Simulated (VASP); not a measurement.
## KI: single point with LDA

The system is KI.

```
CELL_PARAMETERS angstrom
0.00000 3.36557 3.41093
3.36557 0.00000 3.41093
3.36557 3.36557 0.00000
ATOMIC_POSITIONS crystal
K 0.94207 0.94207 0.05793
I 0.51785 0.51785 0.48215
```

This cell differs from its parent crystal: atoms displaced along a vibrational mode, the cell strained.

* Program: VASP 6.6.1
* Task: single point
* Functional: LDA
* Potentials or basis: VASP PAW LDA potentials, release 64 (K_sv, I)
* Cutoff: 520 eV
* k mesh: 6 × 6 × 6
* Occupations: gaussian, width 0.05 eV
* Spin: no spin polarisation

```
Pressure               : 2.3 GPa
Largest force          : 1.353 eV/Å
Band gap on the k mesh : 3.98 eV
```

Forces on the atoms (eV/Å):
```
K    0.000  0.000  1.353
I    0.000  0.000 -1.353
```

Stress tensor (GPa, compression positive):
```
0.16 0.00 0.00
0.00 0.16 0.00
0.00 0.00 6.63
```

Levels at points of the mesh, in eV from the valence-band top:
| k point | band 4 | band 5 | band 6 | band 7 | band 8 | band 9 | band 10 | band 11 | band 12 | band 13 |
| --- | --- | --- | --- | --- | --- | --- | --- | --- | --- | --- |
| (0.00, 0.00, 0.00) | -11.60 | -10.62 | -0.04 | -0.04 | 0.00 | 3.98 | 6.34 | 6.52 | 6.52 | 7.22 |
| (0.50, 0.00, 0.00) | -11.60 | -10.10 | -1.63 | -0.40 | -0.35 | 5.34 | 7.35 | 8.06 | 8.30 | 8.60 |
| (0.50, 0.50, 0.00) | -11.64 | -10.29 | -1.09 | -0.37 | -0.37 | 4.52 | 5.78 | 7.68 | 8.29 | 9.48 |
| (0.50, 0.00, 0.50) | -11.63 | -10.35 | -1.19 | -0.56 | -0.35 | 4.78 | 5.76 | 8.19 | 9.04 | 9.22 |

Wall time 42 s on 1 thread of Intel Xeon 8259CL, with other jobs on the host, peak memory 0.19 GiB.

Caveat: the cell differs from its parent crystal (atoms displaced along a vibrational mode, the cell strained); the stress differs along the axes, from 0 to 7 GPa; spin-orbit coupling is left out, which moves the levels of the heavy elements; forces of over 1 eV/Å act on the atoms, so gaps and moduli don't describe the material at rest.
